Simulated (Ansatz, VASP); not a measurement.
**GeSe5 in VASP and in Ansatz**

```
Ge Se
1.0
     3.56773    2.05983    3.44501
    -3.56773    2.05983    3.44501
     0.00000   -4.11965    3.44501
Ge Se
1 5
Direct
  0.50000 0.50000 0.50000
  0.50000 0.00000 0.50000
  0.50000 0.50000 0.00000
  0.00000 0.50000 0.50000
  0.17798 0.17798 0.17798
  0.82202 0.82202 0.82202
```

Alike in both runs: functional PBE; k mesh 6 × 6 × 6; occupations gaussian, width 0.1 eV; no spin polarisation.

Ansatz relaxed the structure, and its values are those at the end. VASP's run is a single point on that final structure, the one shown.

```csv
,VASP,Ansatz
version,VASP 6.6.1,Ansatz 0.2.0
potentials or method,"VASP PAW PBE potentials, release 64 (Ge_d, Se), cutoff 520 eV","scalar-relativistic, plane waves, PAW"
valence electrons in the cell,44,94
```

|  | VASP | Ansatz | Ansatz less VASP |
| --- | --- | --- | --- |
| gap on the k mesh at the Fermi level (eV) | none | none | - |
| pressure (GPa) | 0.0 | 0.0 | -0.03 |

A gap of «none» marks a metal or a gap that the smearing closes. VASP's potentials hold 44 valence electrons a cell and Ansatz's 94, so a difference there can come from the potentials and not from the codes.
